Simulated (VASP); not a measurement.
Ag, 3 atoms in the cell. The cell holds a slab with vacuum, 3 atoms: a = 2.828 Å, b = 2.828 Å, c = 20.619 Å, α = 90.00°, β = 90.00°, γ = 120.00°. 

```yaml
Program: VASP 6.6.1
Task: single point
Functional: LDA
Potentials_or_basis: VASP PAW LDA potentials, release 64 (Ag)
Cutoff: 520 eV
k_mesh: 13 × 13 × 1
Occupations: fermi-dirac, width 0.05 eV
Spin: no spin polarisation
Dipole_correction: yes
Further_INCAR_settings: ALGO = Normal; EDIFF = 1e-07; NBANDS = 24
```

Potentials or basis: VASP PAW LDA potentials, release 64 (Ag).

Launch:

```console
$ cat potpaw_LDA.64/Ag/POTCAR > POTCAR
$ mpirun -np 1 vasp_std > vasp.out
```

Hardware: 1 thread of Intel(R) Xeon(R) Platinum 8488C (Sapphire Rapids), with other jobs on the host.

Q: Estimate the wall time of this run.

A: Wall time 80 s on 1 thread of Intel(R) Xeon(R) Platinum 8488C (Sapphire Rapids), with other jobs on the host, peak memory 0.25 GiB. Counts: scf iterations 21, k points 21.
